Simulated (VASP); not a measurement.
Write the native input for VASP 6.6.1 that does the following.

```
Task                   : relaxation of cell and atoms
Functional             : r2SCAN
Potentials or basis    : VASP PAW PBE potentials, release 64 (Re)
Cutoff                 : 600 eV
k mesh                 : 18 × 18 × 18
Occupations            : gaussian, width 0.1 eV
Spin                   : no spin polarisation
Dipole correction      : no
Further INCAR settings : ALGO = Normal; EDIFF = 1e-07; IBRION = 2; EDIFFG = -0.005; NSW = 100; ISIF = 3
```

Crystal: Re.

```
Re
1.0
     0.00000   -1.94526   -1.94526
     1.94526    0.00000   -1.94526
     1.94526   -1.94526    0.00000
Re
1
Direct
  0.00000 0.00000 0.00000
```

These files were run (other wordings do the same):

POSCAR

```
Re
1.0
    0.0000000000     -1.9452598010     -1.9452598010
    1.9452598010      0.0000000000     -1.9452598010
    1.9452598010     -1.9452598010      0.0000000000
Re
1
Direct
    0.0000000000      0.0000000000      0.0000000000
```

INCAR.step1

```
PREC = Accurate ; ENCUT = 600
ISMEAR = 0 ; SIGMA = 0.1
LREAL = False ; LASPH = True
NELM = 80 ; GGA = PE
ALGO = Normal ; EDIFF = 1E-4
LWAVE = True ; LCHARG = False
```

INCAR.step2

```
PREC = Accurate ; ENCUT = 600
EDIFF = 1E-7 ; ISMEAR = 0
SIGMA = 0.1 ; LREAL = False
LASPH = True ; NELM = 80
ALGO = Normal ; ISIF = 3
LWAVE = False ; LCHARG = False
METAGGA = R2SCAN ; LMIXTAU = True
IBRION = 2 ; NSW = 100
EDIFFG = -0.005 ; ISTART = 1
```

KPOINTS

```
Automatic mesh
0
Gamma
  18 18 18
```

Potentials or basis: VASP PAW PBE potentials, release 64 (Re).

The run is started by

```bash
$ cat potpaw_PBE.64/Re/POTCAR > POTCAR
$ cp INCAR.step1 INCAR
$ mpirun -np 1 vasp_std > vasp.out
$ cp INCAR.step2 INCAR
$ mpirun -np 1 vasp_std > vasp.out
```

It gave:

```yaml
Relaxed_volume: 14.76 Å³/atom
Relaxed_cell: a = 2.753 Å, b = 2.753 Å, c = 2.753 Å, α = 60.00°, β = 60.00°, γ = 60.00°
Space_group_after_relaxing_to_0.05_Å: Fm-3m (No. 225)
Energy_gained_by_relaxing: 0.1 meV/atom
Ionic_steps: 3
Pressure_after_relaxing: 0.0 GPa
```

Caveat: the PAW data sets were made with another functional, which shifts forces and pressure a little.

It took 6.4 min on 1 thread of AMD EPYC 7R43 64-Core Processor (Zen 3) (shared host), peak memory 0.14 GiB.
